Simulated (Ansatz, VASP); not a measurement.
**Two plane-wave programs on Mo3W**

File INCAR:

```
SYSTEM = Mo3W
ALGO = Normal
EDIFF = 1E-7
EDIFFG = -0.04
ENCUT = 500
GGA = PE
GGA_COMPAT = .False.
IBRION = 2
ISIF = 3
ISMEAR = 0
LASPH = .True.
LCHARG = .False.
LREAL = .False.
LWAVE = .False.
NELM = 120
NELMIN = 4
NSW = 90
PREC = Accurate
SIGMA = 0.1
```

Contents of KPOINTS:

```
k-points
0
Gamma
  6 6 6
  0 0 0
```

POSCAR

```
Mo3W
1.0
    0.0000000000      3.1689862340      3.1689862340
    3.1689862340      0.0000000000      3.1689862340
    3.1689862340      3.1689862340      0.0000000000
Mo W
3 1
Direct
    0.0000000000      0.0000000000      0.0000000000
    0.2500000000      0.2500000000      0.2500000000
    0.7500000000      0.7500000000      0.7500000000
    0.5000000000      0.5000000000      0.5000000000
```

Input for Ansatz:

```yaml
crystal:
  lattice:
    - [0.0, 3.168986234, 3.168986234]
    - [3.168986234, 0.0, 3.168986234]
    - [3.168986234, 3.168986234, 0.0]
  atoms:
    - { symbol: Mo, position: [0.0, 0.0, 0.0] }
    - { symbol: Mo, position: [0.25, 0.25, 0.25] }
    - { symbol: Mo, position: [0.75, 0.75, 0.75] }
    - { symbol: W, position: [0.5, 0.5, 0.5] }
basis:
  ecutwfc: 420
kpoints:
  mp_grid: { grid: [6, 6, 6] }
hamiltonian:
  xc: pbe
scf:
  occupations: { method: gaussian, width: 0.1 }
  lower_state_search: "off"
output:
  forces: true
  stress: true
  eigenvalues: true
relax:
  adjacent_minimum: "off"
  f_tol: 0.04
  max_steps: 70
  cell: { stress_tol: 0.4 }
```

Alike in both runs: task relaxation of cell and atoms; functional PBE; k mesh 6 × 6 × 6; occupations gaussian, width 0.1 eV; no spin polarisation.

|  | VASP | Ansatz |
| --- | --- | --- |
| version | VASP 6.6.1 | Ansatz 0.2.0 |
| potentials or method | VASP PAW PBE potentials, release 64 (Mo_sv, W_sv), cutoff 500 eV | scalar-relativistic, plane waves, PAW |
| valence electrons in the cell | 56 | 56 |

|  | VASP | Ansatz | Ansatz less VASP |
| --- | --- | --- | --- |
| gap on the k mesh at the Fermi level, each at its own relaxed structure (eV) | none | none | - |
| relaxed volume (Å³/atom) | 15.91 | 15.87 | -0.045 |
| relaxed cell length with the largest relative difference (Å) | 4.482 | 4.477 | -0.0042 |

A gap of «none» marks a metal or a gap that the smearing closes.

Neither program's run includes spin-orbit coupling. Noted on VASP's run: the relaxation stopped at its first step, so nothing moved.
